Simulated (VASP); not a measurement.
# Lu4Pt (Pm-3m) in VASP: a series of runs

Runs on Lu4Pt. Level: PBE. Tasks: single point.

Program: VASP 6.6.1. These are calculated values, not measurements. Logs are shortened: lines on timing, memory, paths and dates and some standing lists are left out, and cuts for length are marked.

### Step 1. The cell of the first run

It takes space group Pm-3m (No. 221, cubic). The conventional cell has a = 5.363 Å, b = 5.363 Å, c = 5.363 Å, α = 90.00°, β = 90.00°, γ = 90.00°. Lu (site symmetry m-3m) has 12 Lu at 3.79 Å and 8 Pt at 4.64 Å within 5.0 Å. Lu (site symmetry 4/mmm) has 2 Pt at 2.68 Å within 3.5 Å. Pt (site symmetry m-3m) has 6 Lu at 2.68 Å within 3.5 Å.

The cell was built from a structure type or drawn by symmetry, and may not be a known phase.

### Step 2. Single point, PBE

INCAR

```
SYSTEM = Lu4Pt
PREC     = Accurate       ! precision mode
ENCUT    = 520            ! plane-wave cutoff, eV
EDIFF    = 1E-6           ! SCF threshold, eV
ISMEAR   = 0              ! smearing method
SIGMA    = 0.1            ! smearing width, eV
LREAL    = .FALSE.        ! projectors in reciprocal space
LASPH    = .TRUE.         ! aspherical terms in the spheres
NELM     = 100            ! most SCF steps
ALGO     = Fast           ! electronic algorithm
ISIF     = 2              ! what is computed and relaxed
LWAVE    = .FALSE.        ! write WAVECAR
LCHARG   = .FALSE.        ! write CHGCAR
GGA      = PE             ! functional
NBANDS   = 63             ! bands
```

KPOINTS

```
regular mesh
0
G
  8 8 8
  0 0 0
```

POSCAR

```
Lu4Pt
1.0
    5.3634556770      0.0000000000      0.0000000000
    0.0000000000      5.3634556770      0.0000000000
    0.0000000000      0.0000000000      5.3634556770
Lu Pt
4 1
Direct
    0.0000000000      0.0000000000      0.0000000000
    0.5000000000      0.5000000000      0.0000000000
    0.5000000000      0.0000000000      0.5000000000
    0.0000000000      0.5000000000      0.5000000000
    0.5000000000      0.5000000000      0.5000000000
```

Potentials or basis: VASP PAW PBE potentials, release 64 (Lu, Pt).

The run is started by

```bash
> cat potpaw_PBE.64/Lu/POTCAR potpaw_PBE.64/Pt/POTCAR > POTCAR
> mpirun -np 1 vasp_std > vasp.out
```

OUTCAR:

```text
SYSTEM = Lu4Pt
   PREC = Accurate
   ENCUT = 520
   EDIFF = 1E-6
   ISMEAR = 0
   LREAL = .FALSE.
   LASPH = .TRUE.
   NELM = 100
   ISIF = 2
   GGA = PE

 ion  position               nearest neighbor table
   1  0.000  0.000  0.000-   2 3.79   3 3.79   4 3.79   3 3.79   4 3.79   2 3.79   4 3.79   4 3.79
                             2 3.79   3 3.79   3 3.79   2 3.79
   2  0.500  0.500  0.000-   5 2.68   5 2.68   4 3.79   1 3.79   3 3.79   4 3.79   3 3.79   1 3.79
                             3 3.79   3 3.79   1 3.79   4 3.79   4 3.79   1 3.79
   3  0.500  0.000  0.500-   5 2.68   5 2.68   4 3.79   1 3.79   1 3.79   2 3.79   2 3.79   4 3.79
                             2 3.79   2 3.79   1 3.79   4 3.79   1 3.79   4 3.79
   4  0.000  0.500  0.500-   5 2.68   5 2.68   3 3.79   1 3.79   1 3.79   2 3.79   1 3.79   3 3.79
                             1 3.79   2 3.79   3 3.79   2 3.79   2 3.79   3 3.79
   5  0.500  0.500  0.500-   2 2.68   3 2.68   4 2.68   2 2.68   3 2.68   4 2.68

  LATTYP: Found a simple cubic cell.
 ALAT       =     5.3634556770

  Lattice vectors:

 A1 = (   5.3634556770,   0.0000000000,   0.0000000000)
 A2 = (   0.0000000000,   5.3634556770,   0.0000000000)
 A3 = (   0.0000000000,   0.0000000000,   5.3634556770)

Analysis of symmetry for initial positions (statically):
=====================================================================
 Subroutine PRICEL returns:
 Original cell was already a primitive cell.

 Routine SETGRP: Setting up the symmetry group for a
 simple cubic supercell.

 Subroutine GETGRP returns: Found 48 space group operations
 (whereof 48 operations were pure point group operations)
 out of a pool of 48 trial point group operations.

The static configuration has the point symmetry O_h .

Analysis of symmetry for dynamics (positions and initial velocities):
=====================================================================
 Subroutine PRICEL returns:
 Original cell was already a primitive cell.

 Routine SETGRP: Setting up the symmetry group for a
 simple cubic supercell.

 Subroutine GETGRP returns: Found 48 space group operations
 (whereof 48 operations were pure point group operations)
 out of a pool of 48 trial point group operations.

The dynamic configuration has the point symmetry O_h .

 Subroutine INISYM returns: Found 48 space group operations
 (whereof 48 operations are pure point group operations),
 and found     1 'primitive' translations

----------------------------------------------------------------------------------------

                                     Primitive cell

  volume of cell :     154.2887

  direct lattice vectors                    reciprocal lattice vectors
     5.363455677  0.000000000  0.000000000     0.186446959  0.000000000  0.000000000
     0.000000000  5.363455677  0.000000000     0.000000000  0.186446959  0.000000000
     0.000000000  0.000000000  5.363455677     0.000000000  0.000000000  0.186446959

  length of vectors
     5.363455677  5.363455677  5.363455677     0.186446959  0.186446959  0.186446959

  position of ions in fractional coordinates (direct lattice)
     0.000000000  0.000000000  0.000000000
     0.500000000  0.500000000  0.000000000
     0.500000000  0.000000000  0.500000000
     0.000000000  0.500000000  0.500000000
     0.500000000  0.500000000  0.500000000

  ion indices of the primitive-cell ions
   primitive index   ion index
                 1           1
                 2           2
                 3           3
                 4           4
                 5           5

----------------------------------------------------------------------------------------

 KPOINTS: regular mesh

Automatic generation of k-mesh.
 Grid dimensions read from file:
 generate k-points for:    8    8    8

 Generating k-lattice:

  Cartesian coordinates                     Fractional coordinates (reciprocal lattice)
     0.023305870  0.000000000  0.000000000     0.125000000  0.000000000  0.000000000
     0.000000000  0.023305870  0.000000000     0.000000000  0.125000000  0.000000000
     0.000000000  0.000000000  0.023305870     0.000000000  0.000000000  0.125000000

  Length of vectors
     0.023305870  0.023305870  0.023305870

  Shift w.r.t. Gamma in fractional coordinates (k-lattice)
     0.000000000  0.000000000  0.000000000

 Subroutine IBZKPT returns following result:
 ===========================================

 Found     35 irreducible k-points:

 Following reciprocal coordinates:
            Coordinates               Weight
  0.000000  0.000000  0.000000      1.000000
  0.125000  0.000000  0.000000      6.000000
  0.250000  0.000000  0.000000      6.000000
  0.375000  0.000000  0.000000      6.000000
  0.500000  0.000000  0.000000      3.000000
  0.125000  0.125000  0.000000     12.000000
[... 16 lines left out ...]
  0.375000  0.375000  0.125000     24.000000
  0.500000  0.375000  0.125000     24.000000
 [... further k-points ...]
   k-points           NKPTS =     35   k-points in BZ     NKDIM =     35   number of bands    NBANDS=     63
   number of dos      NEDOS =    301   number of ions     NIONS =      5
   total plane-waves  NPLWV =  64000
   dimension x,y,z NGX =    40 NGY =   40 NGZ =   40
   dimension x,y,z NGXF=    80 NGYF=   80 NGZF=   80
   ions per type =               4   1
   NGX,Y,Z   is equivalent  to a cutoff of  12.40, 12.40, 12.40 a.u.
   NGXF,Y,Z  is equivalent  to a cutoff of  24.80, 24.80, 24.80 a.u.
 SYSTEM =  Lu4Pt
   PREC   = accura    normal or accurate (medium, high low for compatibility)
   ISTART =      0    job   : 0-new  1-cont  2-samecut
   ICHARG =      2    charge: 1-file 2-atom 10-const
   ISPIN  =      1    spin polarized calculation?
   LNONCOLLINEAR =      F non collinear calculations
   LSORBIT =      F    spin-orbit coupling
   LASPH  =      T    aspherical Exc in radial PAW
   ENCUT  =  520.0 eV  38.22 Ry    6.18 a.u.   9.97  9.97  9.97*2*pi/ulx,y,z
   NELM   =    100;   NELMIN=  2; NELMDL= -5     # of ELM steps
   EDIFF  = 0.1E-05   stopping-criterion for ELM
   LREAL  =      F    real-space projection
   EDIFFG = 0.1E-04   stopping-criterion for IOM
   NSW    =      0    number of steps for IOM
   IBRION =     -1    ionic relax: 0-MD 1-quasi-New 2-CG
   NFREE  =      0    steps in history (QN), initial steepest desc. (CG)
   ISIF   =      2    stress and relaxation
   ISYM   =      2    0-nonsym 1-usesym 2-fastsym
   POTIM  = 0.5000    time-step for ionic-motion
   TEBEG  =    0.0;   TEEND  =   0.0 temperature during run
   PSTRESS=    0.0 pullay stress
   NELECT =     110.0000    total number of electrons
   NUPDOWN=      -1.0000    fix difference up-down
   EMIN   =  10.00;   EMAX   =-10.00  energy-range for DOS
   EFERMI =   0.00;   METHOD = LEGACY
   ISMEAR =     0;   SIGMA  =   0.10  broadening in eV -4-tet -1-fermi 0-gaus
   EFERMI_NEDOS =   21; number of points for ismear=-14 and -15
   IALGO  =     68    algorithm
   IMIX   =      4    mixing-type and parameters
     AMIX     =   0.40;   BMIX     =  1.00
     AMIX_MAG =   1.60;   BMIX_MAG =  1.00
  volume/ion in A,a.u.               =      30.86       208.24
  Fermi-wavevector in a.u.,A,eV,Ry     =   1.462495  2.763715 29.101384  2.138891
  Thomas-Fermi vector in A             =   2.578702
   LORBIT       =      0    0 simple, 1 ext, 2 COOP (PROOUT), +10 PAW based schemes
   GGA     = PE    functional components
   LHFCALC =     F    Hartree Fock is set to
   AEXX    =    0.0000 exact exchange contribution
   IVDW    =     0    specifies the selected vdW correction
   LEPSILON=     F    determine dielectric tensor
   LRPA    =     F    only Hartree local field effects (RPA)
 non-spin polarized calculation
 RMM-DIIS sequential band-by-band and
 Gauss-broadening in eV      SIGMA  =   0.10
  energy-cutoff  :      520.00
  volume of cell :      154.29
 maximum number of plane-waves:      4224
 NGX is ok and might be reduce to    40
   NGX = 19   NGY = 19   NGZ = 19

 number of electron     110.0000067 magnetization

 Free energy of the ion-electron system (eV)
  ---------------------------------------------------
  ext. energy  EPLUGINS =         0.00000000
  ---------------------------------------------------
  free energy    TOTEN  =       -25.53866206 eV

  energy without entropy =      -25.50140873  energy(sigma->0) =      -25.52003539

 E-fermi :   2.7443     XC(G=0): -10.1286

 val. band max:        2.7422375958   @ k =   0.5000   0.5000   0.2500
 cond. band min:       2.7720260733   @ k =   0.3750   0.2500   0.1250
 fundamental gap:      0.0297884775
 Fermi energy:         2.7443099248

 k-point     1 :       0.0000    0.0000    0.0000
  band No.  band energies     occupation
      1     -54.5813      2.00000
      2     -53.9377      2.00000
      3     -53.9303      2.00000
      4     -53.9303      2.00000
      5     -25.1925      2.00000
      6     -25.1925      2.00000
[... 55 lines left out ...]
     62       5.6962      0.00000
     63       6.5352      0.00000

 k-point     2 :       0.1250    0.0000    0.0000
  band No.  band energies     occupation
      1     -54.5813      2.00000
      2     -53.9374      2.00000
      3     -53.9304      2.00000
      4     -53.9303      2.00000
      5     -25.1920      2.00000
      6     -25.1920      2.00000
[... 55 lines left out ...]
     62       5.6387      0.00000
     63       6.3238      0.00000

 k-point     3 :       0.2500    0.0000    0.0000
  band No.  band energies     occupation
      1     -54.5813      2.00000
      2     -53.9366      2.00000
      3     -53.9308      2.00000
      4     -53.9303      2.00000
      5     -25.1908      2.00000
      6     -25.1908      2.00000
[... 1375 lines left out ...]
     62       4.9370      0.00000
     63       4.9798      0.00000

 k-point    24 :       0.5000    0.3750    0.1250
  band No.  band energies     occupation
      1     -54.5813      2.00000
      2     -53.9332      2.00000
      3     -53.9317      2.00000
      4     -53.9312      2.00000
      5     -25.1921      2.00000
      6     -25.1918      2.00000
[... 55 lines left out ...]
     62       4.7927      0.00000
     63       5.0092      0.00000

 [... further k-points ...]

------------------------ aborting loop because EDIFF is reached ----------------------------------------

  FORCE on cell =-STRESS in cart. coord.  units (eV):
  Direction    XX          YY          ZZ          XY          YZ          ZX
  --------------------------------------------------------------------------------------
  -------------------------------------------------------------------------------------
  Total        0.0905803      0.0905803      0.0905803     -0.0000000      0.0000000      0.0000000
  in kB        0.9406114      0.9406114      0.9406114     -0.0000000      0.0000000      0.0000000
  external PRESSURE =       0.9406114 kB  Pullay stress =       0.0000000 kB

 VOLUME and BASIS-vectors are now :
 -----------------------------------------------------------------------------
  energy-cutoff  :      520.00
  volume of cell :      154.29
      direct lattice vectors                 reciprocal lattice vectors
     5.363455677  0.000000000  0.000000000     0.186446959  0.000000000  0.000000000
     0.000000000  5.363455677  0.000000000     0.000000000  0.186446959  0.000000000
     0.000000000  0.000000000  5.363455677     0.000000000  0.000000000  0.186446959

 POSITION                                       TOTAL-FORCE (eV/Angst)
 -----------------------------------------------------------------------------------
      0.00000      0.00000      0.00000         0.000000      0.000000      0.000000
      2.68173      2.68173      0.00000         0.000000      0.000000      0.000000
      2.68173      0.00000      2.68173         0.000000      0.000000      0.000000
      0.00000      2.68173      2.68173         0.000000      0.000000      0.000000
      2.68173      2.68173      2.68173         0.000000      0.000000      0.000000
 -----------------------------------------------------------------------------------
    total drift:                               -0.000000     -0.000000     -0.000000

  FREE ENERGIE OF THE ION-ELECTRON SYSTEM (eV)
  ---------------------------------------------------
  free  energy   TOTEN  =       -25.5386620574 eV

  energy  without entropy=      -25.5014087260  energy(sigma->0) =      -25.52003539
```

Wall time 12 min (1 thread of Intel Xeon 6975P-C (Granite Rapids), shared host); peak memory 0.45 GiB.

What came out:

```yaml
Free_energy: -25.5387 eV
Pressure: 0.1 GPa
Band_gap_on_the_k_mesh: zero (bands 55 and 56 overlap by 0.53 eV)
```

Levels at points of the mesh, in eV from the Fermi level:
```tsv
k point	band 52	band 53	band 54	band 55	band 56	band 57	band 58	band 59
(0.00, 0.00, 0.00)	-1.51	-1.51	0.35	0.35	0.35	0.44	0.44	0.44
(0.50, 0.00, 0.00)	-1.57	-0.65	-0.38	-0.38	0.36	0.58	0.86	0.86
(0.50, 0.50, 0.00)	-2.85	-2.08	-0.34	-0.06	0.24	0.36	0.36	0.60
(0.50, 0.50, 0.50)	-2.83	-2.83	-2.45	0.08	0.08	0.08	1.07	1.07
```

Caveat: spin-orbit coupling is left out, which moves the levels of the heavy elements.

[end of part 1 of 2]
